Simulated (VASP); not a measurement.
Wanted: the native input for a VASP 6.6.1 run.

- Task: electric field gradients
- Functional: LDA
- Potentials or basis: VASP PAW LDA potentials, release 64 (Zn, Se)
- Cutoff: 520 eV
- k mesh: 8 × 8 × 8
- Occupations: fermi-dirac, width 0.03 eV
- Spin: no spin polarisation
- Dipole correction: no
- Further INCAR settings: ALGO = Normal; EDIFF = 1e-08; NBANDS = 16

The structure of ZnSe lies in POSCAR:

```
ZnSe
1.0
    0.0000000000      2.8338000000      2.8338000000
    2.8338000000      0.0000000000      2.8338000000
    2.8338000000      2.8338000000      0.0000000000
Zn Se
1 1
Direct
    0.0000000000      0.0000000000      0.0000000000
    0.7500000000      0.7500000000      0.7500000000
```

The input as run:

INCAR

```
SYSTEM = ZnSe
PREC     = Accurate       ! precision mode
ENCUT    = 520            ! plane-wave cutoff, eV
EDIFF    = 1E-8           ! SCF threshold, eV
ISMEAR   = -1             ! smearing method
SIGMA    = 0.03           ! smearing width, eV
LREAL    = .False.        ! projectors in reciprocal space
LASPH    = .True.         ! aspherical terms in the spheres
NELM     = 60             ! most SCF steps
ALGO     = Normal         ! electronic algorithm
ISIF     = 2              ! what is computed and relaxed
LWAVE    = .False.        ! write WAVECAR
LCHARG   = .False.        ! write CHGCAR
GGA      = CA             ! functional
LEFG     = .True.       
NBANDS   = 16             ! bands
```

KPOINTS

```
regular mesh
0
Gamma
  8 8 8
  0 0 0
```

Potentials or basis: VASP PAW LDA potentials, release 64 (Zn, Se).

The run is started by

```sh
$ cat potpaw_LDA.64/Zn/POTCAR potpaw_LDA.64/Se/POTCAR > POTCAR
$ mpirun -np 1 vasp_std > vasp.out
```

It gave:

```
Pressure               : -3.1 GPa
Band gap on the k mesh : 1.07 eV, direct
```

Caveat: without QUAD_EFG the Cq values of the log hold for a quadrupole moment of 1 mb, not for the nuclei.

Run time: 13 s on 1 thread of Intel Xeon 6975P-C (shared host), peak memory 0.16 GiB.
